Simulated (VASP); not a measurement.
A run of VASP 6.6.1 is set up as follows.

INCAR

```
SYSTEM = LiCl
PREC     = Accurate       ! precision mode
ENCUT    = 520            ! plane-wave cutoff, eV
EDIFF    = 1E-6           ! SCF threshold, eV
ISMEAR   = -1             ! smearing method
SIGMA    = 0.02           ! smearing width, eV
LREAL    = .FALSE.        ! projectors in reciprocal space
LASPH    = .TRUE.         ! aspherical terms in the spheres
NELM     = 80             ! most SCF steps
ALGO     = Normal         ! electronic algorithm
ISIF     = 2              ! what is computed and relaxed
LWAVE    = .FALSE.        ! write WAVECAR
LCHARG   = .FALSE.        ! write CHGCAR
GGA      = PE             ! functional
NBANDS   = 12             ! bands
```

Contents of KPOINTS:

```
regular mesh
0
G
  8 8 8
  0 0 0
```

File POSCAR:

```
LiCl
1.0
    0.0000000000      2.8434574626      2.8434574626
    2.8434574626      0.0000000000      2.8434574626
    2.8434574626      2.8434574626      0.0000000000
Li Cl
1 1
Direct
    0.0000000000      0.0000000000      0.0000000000
    0.2500000000      0.2500000000      0.2500000000
```

Potentials or basis: VASP PAW PBE potentials, release 64 (Li_sv, Cl).

Launch:

```sh
$ cat potpaw_PBE.64/Li_sv/POTCAR potpaw_PBE.64/Cl/POTCAR > POTCAR
$ mpirun -np 1 vasp_std > vasp.out
```

Task: Predict the band gap on the k mesh.

Result: 5.66 eV.

Caveat: the cell differs from its parent crystal (strain +4.0%); the structure was generated, so it needn't be the stable form of LiCl. A k mesh can miss the band edges.
